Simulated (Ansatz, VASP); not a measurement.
LiCl in VASP and in Ansatz

```
Li Cl
1.0
     0.00000    2.58210    2.58210
     2.58210    0.00000    2.58210
     2.58210    2.58210    0.00000
Li Cl
1 1
Cartesian
  0.0000 0.0000 0.0000
  2.5821 2.5821 2.5821
```

Change from the starting cell: hydrostatic strain +1.0%.

Alike in both runs: task single point; functional HSE06; k mesh 6 × 6 × 6; no spin polarisation.

|  | VASP | Ansatz |
| --- | --- | --- |
| version | VASP 6.6.1 | Ansatz 0.2.0 |
| potentials or method | VASP PAW PBE potentials, release 64 (Li_sv, Cl) | plane waves, PAW |
| plane-wave cutoff (eV) | 520 | 420 |
| occupations | gaussian, width 0.01 eV | fixed |
| valence electrons in the cell | 10 | 10 |

```csv
,VASP,Ansatz,Ansatz less VASP
gap on the k mesh at the Fermi level (eV),7.61,7.60,-0.006
```

Ansatz's warnings: stress exchange threshold loose, stress scf threshold loose.

Noted on VASP's run: the cutoff is short for stress, so the pressure is rough.
